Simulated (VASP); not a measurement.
Input of a VASP 6.6.1 run:

File INCAR:

```
SYSTEM = C
PREC     = Accurate       ! precision mode
ENCUT    = 600            ! plane-wave cutoff, eV
EDIFF    = 1E-6           ! SCF threshold, eV
ISMEAR   = 0              ! smearing method
SIGMA    = 0.02           ! smearing width, eV
LREAL    = .False.        ! projectors in reciprocal space
LASPH    = .True.         ! aspherical terms in the spheres
NELM     = 120            ! most SCF steps
ALGO     = Normal         ! electronic algorithm
ISIF     = 2              ! what is computed and relaxed
LWAVE    = .False.        ! write WAVECAR
LCHARG   = .False.        ! write CHGCAR
GGA      = PS             ! functional
NBANDS   = 11             ! bands
GGA_COMPAT= .False.
```

KPOINTS

```
Automatic mesh
0
Gamma
  9 9 9
  0 0 0
```

POSCAR

```
C
1.0
   -0.0189528807      1.7756480136      1.7756480136
    1.7756480136     -0.0189528807      1.7756480136
    1.7756480136      1.7756480136     -0.0189528807
C
2
Direct
   -0.0001508416     -0.0001508416     -0.0001508416
    0.2501508416      0.2501508416      0.2501508416
```

Potentials or basis: VASP PAW PBE potentials, release 64 (C).

The run is started by

```console
$ cat potpaw_PBE.64/C/POTCAR > POTCAR
$ mpirun -np 1 vasp_std > vasp.out
```

Estimate the largest force.

0.006 eV/Å.

Estimate the band gap on the k mesh.

3.99 eV (least direct gap 5.36 eV).

Stress tensor (GPa, compression positive):
```
-5.52  5.99  5.99
 5.99 -5.52  5.99
 5.99  5.99 -5.52
```

Caveat: the cell differs from its parent crystal (strained cell); the cell stands under tension; the PAW data sets were made with another functional, which shifts forces and pressure a little; an odd mesh through Γ misses points on the zone boundary, where band edges can lie.
